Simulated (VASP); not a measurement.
# Si (P6/mmm) in VASP: a series of runs

The runs below take Si through single point, with LDA.

Everything below comes from runs of VASP 6.6.1. Logs are shortened: lines on timing, memory, paths and dates and some standing lists are left out, and cuts for length are marked.

## (1) The cell of the first run

Symmetry: P6/mmm, No. 191, hexagonal system. The conventional cell has a = 2.478 Å, b = 2.478 Å, c = 2.594 Å, α = 90.00°, β = 90.00°, γ = 120.00°. Si (site symmetry 6/mmm) has 8 Si at 2.48 to 2.59 Å within 3.3 Å.

## (2) Single point, LDA (strain -0.050 along x and y, +0.050 along z)

The input, INCAR:

```
  PREC = Accurate
  ENCUT = 520
  EDIFF = 1E-6
  ISMEAR = 0
  SIGMA = 0.15
  LREAL = False
  LASPH = True
  NELM = 100
  ALGO = Normal
  ISIF = 2
  LWAVE = False
  LCHARG = False
  NBANDS = 8
```

The input, KPOINTS:

```
Automatic mesh
0
Gamma
  24 24 24
```

The input, POSCAR:

```
Si
1.0
    2.4780668558      0.0000000000      0.0000000000
   -1.2390334279      2.1460688494      0.0000000000
    0.0000000000      0.0000000000      2.5942992663
Si
1
Direct
    0.0000000000      0.0000000000      0.0000000000
```

Potentials or basis: VASP PAW LDA potentials, release 64 (Si).

Started as:

```sh
$ cat potpaw_LDA.64/Si/POTCAR > POTCAR
$ mpirun -np 1 vasp_std > vasp.out
```

OUTCAR:

```text
PREC = Accurate
   ENCUT = 520
   EDIFF = 1E-6
   ISMEAR = 0
   LREAL = False
   LASPH = True
   NELM = 100
   ISIF = 2

 ion  position               nearest neighbor table
   1  0.000  0.000  0.000-

  LATTYP: Found a hexagonal cell.
 ALAT       =     2.4780668558
 C/A-ratio  =     1.0469044692

  Lattice vectors:

 A1 = (   2.4780668558,   0.0000000000,   0.0000000000)
 A2 = (  -1.2390334279,   2.1460688494,   0.0000000000)
 A3 = (   0.0000000000,   0.0000000000,   2.5942992663)

Analysis of symmetry for initial positions (statically):
=====================================================================
 Subroutine PRICEL returns:
 Original cell was already a primitive cell.

 Routine SETGRP: Setting up the symmetry group for a
 hexagonal supercell.

 Subroutine GETGRP returns: Found 24 space group operations
 (whereof 24 operations were pure point group operations)
 out of a pool of 24 trial point group operations.

The static configuration has the point symmetry D_6h.

Analysis of symmetry for dynamics (positions and initial velocities):
=====================================================================
 Subroutine PRICEL returns:
 Original cell was already a primitive cell.

 Routine SETGRP: Setting up the symmetry group for a
 hexagonal supercell.

 Subroutine GETGRP returns: Found 24 space group operations
 (whereof 24 operations were pure point group operations)
 out of a pool of 24 trial point group operations.

The dynamic configuration has the point symmetry D_6h.

 Subroutine INISYM returns: Found 24 space group operations
 (whereof 24 operations are pure point group operations),
 and found     1 'primitive' translations

----------------------------------------------------------------------------------------

                                     Primitive cell

  volume of cell :      13.7967

  direct lattice vectors                    reciprocal lattice vectors
     2.478066856  0.000000000  0.000000000     0.403540364  0.232984138  0.000000000
    -1.239033428  2.146068849  0.000000000     0.000000000  0.465968275  0.000000000
     0.000000000  0.000000000  2.594299266     0.000000000  0.000000000  0.385460541

  length of vectors
     2.478066856  2.478066856  2.594299266     0.465968275  0.465968275  0.385460541

[... 76 lines left out ...]
   ENCUT  =  520.0 eV  38.22 Ry    6.18 a.u.   4.61  4.61  4.82*2*pi/ulx,y,z
   NELM   =    100;   NELMIN=  2; NELMDL= -5     # of ELM steps
   EDIFF  = 0.1E-05   stopping-criterion for ELM
   LREAL  =      F    real-space projection
   EDIFFG = 0.1E-04   stopping-criterion for IOM
   NSW    =      0    number of steps for IOM
   IBRION =     -1    ionic relax: 0-MD 1-quasi-New 2-CG
   NFREE  =      0    steps in history (QN), initial steepest desc. (CG)
   ISIF   =      2    stress and relaxation
   ISYM   =      2    0-nonsym 1-usesym 2-fastsym
   POTIM  = 0.5000    time-step for ionic-motion
   TEBEG  =    0.0;   TEEND  =   0.0 temperature during run
   PSTRESS=    0.0 pullay stress
   NELECT =       4.0000    total number of electrons
   NUPDOWN=      -1.0000    fix difference up-down
   EMIN   =  10.00;   EMAX   =-10.00  energy-range for DOS
   EFERMI =   0.00;   METHOD = LEGACY
   ISMEAR =     0;   SIGMA  =   0.15  broadening in eV -4-tet -1-fermi 0-gaus
   EFERMI_NEDOS =   21; number of points for ismear=-14 and -15
   IALGO  =     38    algorithm
   IMIX   =      4    mixing-type and parameters
     AMIX     =   0.40;   BMIX     =  1.00
     AMIX_MAG =   1.60;   BMIX_MAG =  1.00
  volume/ion in A,a.u.               =      13.80        93.11
  Fermi-wavevector in a.u.,A,eV,Ry     =   1.083517  2.047551 15.973377  1.174010
  Thomas-Fermi vector in A             =   2.219585
   LORBIT       =      0    0 simple, 1 ext, 2 COOP (PROOUT), +10 PAW based schemes
   GGA     = CA    functional components
   LHFCALC =     F    Hartree Fock is set to
   AEXX    =    0.0000 exact exchange contribution
   IVDW    =     0    specifies the selected vdW correction
   LEPSILON=     F    determine dielectric tensor
   LRPA    =     F    only Hartree local field effects (RPA)
 non-spin polarized calculation
 Gauss-broadening in eV      SIGMA  =   0.15
  energy-cutoff  :      520.00
  volume of cell :       13.80
 maximum number of plane-waves:       387
   NGX =  9   NGY =  9   NGZ =  9

 number of electron       4.0000000 magnetization

 Free energy of the ion-electron system (eV)
  ---------------------------------------------------
  ext. energy  EPLUGINS =         0.00000000
  ---------------------------------------------------
  free energy    TOTEN  =        -5.63181392 eV

  energy without entropy =       -5.62735834  energy(sigma->0) =       -5.62958613

 E-fermi :  10.4214     XC(G=0): -11.3819

 val. band max:       10.4196375831   @ k =   0.4167   0.1250   0.4167
 cond. band min:      10.4292291292   @ k =   0.2917   0.2083   0.1250
 fundamental gap:      0.0095915460
 Fermi energy:        10.4214219491

 k-point     1 :       0.0000    0.0000    0.0000
  band No.  band energies     occupation
      1      -4.2766      2.00000
      2      15.6180      0.00000
      3      16.6296      0.00000
      4      23.5409      0.00000
      5      23.5409      0.00000
      6      24.0890      0.00000
      7      24.0890      0.00000
      8      30.0567      0.00000
[... 243 lines left out ...]
 k-point    24 :       0.4583    0.0417    0.0000
  band No.  band energies     occupation
      1       2.8324      2.00000
      2       4.0858      2.00000
      3      15.9390      0.00000
      4      19.1878      0.00000
      5      21.4371      0.00000
      6      23.4652      0.00000
      7      26.9856      0.00000
      8      28.1693      0.00000

 [... further k-points ...]

------------------------ aborting loop because EDIFF is reached ----------------------------------------

  FORCE on cell =-STRESS in cart. coord.  units (eV):
  Direction    XX          YY          ZZ          XY          YZ          ZX
  --------------------------------------------------------------------------------------
  -------------------------------------------------------------------------------------
  Total        1.5541961      1.5541961     -0.9514661      0.0000000     -0.0000000      0.0000000
  in kB      180.4843985    180.4843985   -110.4910685      0.0000000     -0.0000000      0.0000000
  external PRESSURE =      83.4925761 kB  Pullay stress =       0.0000000 kB

 VOLUME and BASIS-vectors are now :
 -----------------------------------------------------------------------------
  energy-cutoff  :      520.00
  volume of cell :       13.80
      direct lattice vectors                 reciprocal lattice vectors
     2.478066856  0.000000000  0.000000000     0.403540364  0.232984138  0.000000000
    -1.239033428  2.146068849  0.000000000     0.000000000  0.465968275  0.000000000
     0.000000000  0.000000000  2.594299266     0.000000000  0.000000000  0.385460541

 POSITION                                       TOTAL-FORCE (eV/Angst)
 -----------------------------------------------------------------------------------
      0.00000      0.00000      0.00000         0.000000      0.000000      0.000000
 -----------------------------------------------------------------------------------
    total drift:                                0.000000      0.000000      0.000000

  FREE ENERGIE OF THE ION-ELECTRON SYSTEM (eV)
  ---------------------------------------------------
  free  energy   TOTEN  =        -5.6318139227 eV

  energy  without entropy=       -5.6273583447  energy(sigma->0) =       -5.62958613
```

stdout:

```text
POSCAR found type information on POSCAR Si
 POSCAR found :  1 types and       1 ions
 scaLAPACK will be used
 LDA part: xc-table for (Slater(with rela. corr.)+CA(PZ))
 , standard interpolation
 POSCAR, INCAR and KPOINTS ok, starting setup
 FFT: planning ... GRIDC
 FFT: planning ... GRID_SOFT
 FFT: planning ... GRID
 WAVECAR not read
 entering main loop
```

Wall time 41 s (1 thread of Intel Xeon Platinum 8259CL at 2.50GHz (Skylake/Cascade Lake), shared host); peak memory 0.17 GiB.

Results:

* Free energy: -5.6318 eV
* Pressure: 8.3 GPa
* Band gap on the k mesh: zero (band 2 reaches 16.17 eV, above the bottom of band 3 at 6.02 eV)

Caveat: the cell differs from its parent crystal (strain -0.050 along x and y, +0.050 along z).

## (3) Single point, LDA (strain +0.000 along x and y, -0.050 along z)

The input, INCAR:

```
PREC = Accurate
ENCUT = 520
EDIFF = 1E-6
ISMEAR = 0
SIGMA = 0.15
LREAL = F
LASPH = T
NELM = 80
ALGO = Normal
ISIF = 2
LWAVE = F
LCHARG = F
GGA = CA
NBANDS = 8
```

KPOINTS is that of step 2.

The input, POSCAR:

```
Si
1.0
    2.6084914272      0.0000000000      0.0000000000
   -1.3042457136      2.2590198415      0.0000000000
    0.0000000000      0.0000000000      2.3472231457
Si
1
Direct
    0.0000000000      0.0000000000      0.0000000000
```

Potentials or basis: VASP PAW LDA potentials, release 64 (Si).

Started as:

```sh
$ cat potpaw_LDA.64/Si/POTCAR > POTCAR
$ mpirun -np 1 vasp_std > vasp.out
```

It took 44 s on 1 thread of Intel Xeon Platinum 8259CL at 2.50GHz (Skylake/Cascade Lake), shared host; peak memory 0.17 GiB.

It converged, with:

```
Free energy            : -5.7059 eV
Pressure               : 7.9 GPa
Band gap on the k mesh : zero (band 2 reaches 18.40 eV, above the bottom of band 3 at 5.48 eV)
```

Stress tensor (GPa, compression positive):
```
 3.42  0.00  0.00
 0.00  3.42  0.00
 0.00  0.00 16.96
```

Levels at points of the mesh, in eV from the Fermi level:
```csv
k point,band 1,band 2,band 3,band 4,band 5
"(0.00, 0.00, 0.00)",-14.64,7.93,9.83,9.95,9.95
"(0.50, 0.00, 0.00)",-8.14,-7.23,4.76,6.18,14.69
"(0.00, 0.00, 0.50)",-8.86,-7.54,14.31,14.31,15.29
"(0.50, 0.00, 0.50)",-2.62,-2.52,-1.41,1.24,9.17
```

Caveat: the cell differs from its parent crystal (strain +0.000 along x and y, -0.050 along z).

## (4) Single point, LDA (strain -0.025 along x and y, +0.000 along z)

The input, INCAR:

```
  PREC = Accurate
  ENCUT = 520
  EDIFF = 1E-7
  ISMEAR = 0
  SIGMA = 0.15
  LREAL = False
  LASPH = True
  NELM = 100
  ALGO = Normal
  ISIF = 2
  LWAVE = False
  LCHARG = False
  NBANDS = 8
```

KPOINTS is that of step 3.

The input, POSCAR:

```
Si
1.0
    2.5432791415      0.0000000000      0.0000000000
   -1.2716395708      2.2025443455      0.0000000000
    0.0000000000      0.0000000000      2.4707612060
Si
1
Direct
    0.0000000000      0.0000000000      0.0000000000
```

Potentials or basis: VASP PAW LDA potentials, release 64 (Si).

Started as:

```sh
$ cat potpaw_LDA.64/Si/POTCAR > POTCAR
$ mpirun -np 1 vasp_std > vasp.out
```

OUTCAR:

```text
PREC = Accurate
   ENCUT = 520
   EDIFF = 1E-7
   ISMEAR = 0
   LREAL = False
   LASPH = True
   NELM = 100
   ISIF = 2

 ion  position               nearest neighbor table
   1  0.000  0.000  0.000-

  LATTYP: Found a hexagonal cell.
 ALAT       =     2.5432791415
 C/A-ratio  =     0.9714864427

  Lattice vectors:

 A1 = (   2.5432791415,   0.0000000000,   0.0000000000)
 A2 = (  -1.2716395708,   2.2025443455,   0.0000000000)
 A3 = (   0.0000000000,   0.0000000000,   2.4707612060)

Analysis of symmetry for initial positions (statically):
=====================================================================
 Subroutine PRICEL returns:
 Original cell was already a primitive cell.

 Routine SETGRP: Setting up the symmetry group for a
 hexagonal supercell.

 Subroutine GETGRP returns: Found 24 space group operations
 (whereof 24 operations were pure point group operations)
 out of a pool of 24 trial point group operations.

The static configuration has the point symmetry D_6h.

Analysis of symmetry for dynamics (positions and initial velocities):
=====================================================================
 Subroutine PRICEL returns:
[... 155 lines left out ...]

 E-fermi :  10.4333     XC(G=0): -11.3819

 val. band max:       10.4304307041   @ k =   0.2500   0.2083   0.1667
 cond. band min:      10.4350794829   @ k =   0.3333   0.2083   0.4583
 fundamental gap:      0.0046487788
 Fermi energy:        10.4333314376

 k-point     1 :       0.0000    0.0000    0.0000
  band No.  band energies     occupation
      1      -4.2026      2.00000
      2      17.6379      0.00000
      3      17.7731      0.00000
      4      21.9357      0.00000
      5      21.9357      0.00000
      6      23.2563      0.00000
      7      23.2563      0.00000
      8      28.9852      0.00000
[... 243 lines left out ...]
 k-point    24 :       0.4583    0.0417    0.0000
  band No.  band energies     occupation
      1       2.5225      2.00000
      2       3.7828      2.00000
      3      15.1045      0.00000
      4      18.4371      0.00000
      5      23.0620      0.00000
      6      25.2296      0.00000
      7      27.7368      0.00000
      8      29.3246      0.00000

 [... further k-points ...]
[... 5 lines left out ...]
  --------------------------------------------------------------------------------------
  -------------------------------------------------------------------------------------
  Total        0.8225618      0.8225618      0.0565832     -0.0000000      0.0000000      0.0000000
  in kB       95.2203287     95.2203287      6.5501048     -0.0000000      0.0000000      0.0000000
  external PRESSURE =      65.6635874 kB  Pullay stress =       0.0000000 kB

 VOLUME and BASIS-vectors are now :
 -----------------------------------------------------------------------------
  energy-cutoff  :      520.00
  volume of cell :       13.84
      direct lattice vectors                 reciprocal lattice vectors
     2.543279141  0.000000000  0.000000000     0.393193175  0.227010185  0.000000000
    -1.271639571  2.202544345  0.000000000     0.000000000  0.454020371  0.000000000
     0.000000000  0.000000000  2.470761206     0.000000000  0.000000000  0.404733569

 POSITION                                       TOTAL-FORCE (eV/Angst)
 -----------------------------------------------------------------------------------
      0.00000      0.00000      0.00000         0.000000      0.000000      0.000000
 -----------------------------------------------------------------------------------
    total drift:                               -0.000000     -0.000000      0.000000

  FREE ENERGIE OF THE ION-ELECTRON SYSTEM (eV)
  ---------------------------------------------------
  free  energy   TOTEN  =        -5.7159053404 eV

  energy  without entropy=       -5.7116278402  energy(sigma->0) =       -5.71376659
```

OSZICAR:

```text
N       E                     dE             d eps       ncg     rms          rms(c)
DAV:   1    -0.299456461831E+01   -0.29946E+01   -0.18528E+03 13808   0.384E+02
DAV:   2    -0.571368404185E+01   -0.27191E+01   -0.26161E+01 18248   0.317E+01
DAV:   3    -0.573093779126E+01   -0.17254E-01   -0.17237E-01 14808   0.262E+00
DAV:   4    -0.573095750452E+01   -0.19713E-04   -0.19713E-04 20440   0.943E-02
DAV:   5    -0.573095751310E+01   -0.85795E-08   -0.94117E-08 15016   0.110E-03    0.343E+00
DAV:   6    -0.572181454625E+01    0.91430E-02   -0.87220E-04 14976   0.148E-01    0.196E+00
DAV:   7    -0.571593567594E+01    0.58789E-02   -0.19143E-03 13688   0.223E-01    0.142E-01
DAV:   8    -0.571590553077E+01    0.30145E-04   -0.28136E-05 19728   0.341E-02    0.137E-02
DAV:   9    -0.571590541660E+01    0.11417E-06   -0.82174E-07 15656   0.732E-03    0.290E-03
DAV:  10    -0.571590534042E+01    0.76178E-07   -0.20323E-07 16736   0.185E-03
   1 F= -.57159053E+01 E0= -.57137666E+01  d E =-.427750E-02
```

Run time: 44 s. Hardware: 1 thread of Intel Xeon Platinum 8259CL at 2.50GHz (Skylake/Cascade Lake), shared host; peak memory 0.17 GiB.

Results:

```yaml
Free_energy: -5.7159 eV
Pressure: 6.6 GPa
Band_gap_on_the_k_mesh: zero (band 2 reaches 17.64 eV, above the bottom of band 3 at 5.66 eV)
```

Stress tensor (GPa, compression positive):
```
9.52 0.00 0.00
0.00 9.52 0.00
0.00 0.00 0.66
```

Caveat: the cell differs from its parent crystal (strain -0.025 along x and y, +0.000 along z).

## (5) Single point, LDA (strain +0.000 along x and y, -0.025 along z)

The input, INCAR:

```
PREC = Accurate
ENCUT = 520
EDIFF = 1E-7
ISMEAR = 0
SIGMA = 0.15
LREAL = False
LASPH = True
NELM = 60
ALGO = Normal
ISIF = 2
LWAVE = False
LCHARG = False
GGA = CA
NBANDS = 8
```

The input, KPOINTS:

```
regular mesh
0
Gamma
  24 24 24
```

The input, POSCAR:

```
Si
1.0
    2.6084914272      0.0000000000      0.0000000000
   -1.3042457136      2.2590198415      0.0000000000
    0.0000000000      0.0000000000      2.4089921758
Si
1
Direct
    0.0000000000      0.0000000000      0.0000000000
```

Started as:

```sh
$ cat potpaw_LDA.64/Si/POTCAR > POTCAR
$ mpirun -np 1 vasp_std > vasp.out
```

It took 45 s on 1 thread of Intel Xeon Platinum 8259CL at 2.50GHz (Skylake/Cascade Lake), shared host; peak memory 0.17 GiB.

It converged, with:

```
Free energy            : -5.7326 eV
Pressure               : 3.6 GPa
Band gap on the k mesh : zero (band 2 reaches 17.82 eV, above the bottom of band 3 at 5.33 eV)
```

Stress tensor (GPa, compression positive):
```
1.94 0.00 0.00
0.00 1.94 0.00
0.00 0.00 6.85
```

Levels at points of the mesh, in eV from the Fermi level:
| k point | band 1 | band 2 | band 3 | band 4 | band 5 | band 6 |
| --- | --- | --- | --- | --- | --- | --- |
| (0.00, 0.00, 0.00) | -14.41 | 7.70 | 8.74 | 10.18 | 10.18 | 12.15 |
| (0.50, 0.00, 0.00) | -7.88 | -7.04 | 4.98 | 6.38 | 13.61 | 15.81 |
| (0.00, 0.00, 0.50) | -9.12 | -7.41 | 14.08 | 14.08 | 15.13 | 15.13 |
| (0.50, 0.00, 0.50) | -2.84 | -2.31 | -1.71 | 1.34 | 8.95 | 12.28 |

Caveat: the cell differs from its parent crystal (strain +0.000 along x and y, -0.025 along z).

## (6) Overview

| cell | gap on the mesh (eV) | pressure (GPa) |
| --- | --- | --- |
| a = 2.478, b = 2.478, c = 2.594 Å, angles 90.0, 90.0, 120.0°, 1 atom | none | 8.3 |
| a = 2.608, b = 2.608, c = 2.347 Å, angles 90.0, 90.0, 120.0°, 1 atom | none | 7.9 |
| a = 2.543, b = 2.543, c = 2.471 Å, angles 90.0, 90.0, 120.0°, 1 atom | none | 6.6 |
| a = 2.608, b = 2.608, c = 2.409 Å, angles 90.0, 90.0, 120.0°, 1 atom | none | 3.6 |

Alike in all rows: task single point; level LDA; potentials or basis VASP PAW LDA potentials, release 64 (Si); no spin polarisation; k mesh 24 × 24 × 24; cutoff (eV) 520; smearing gaussian 0.15 eV.

Absolute energies hang on the potentials; compare differences alone.
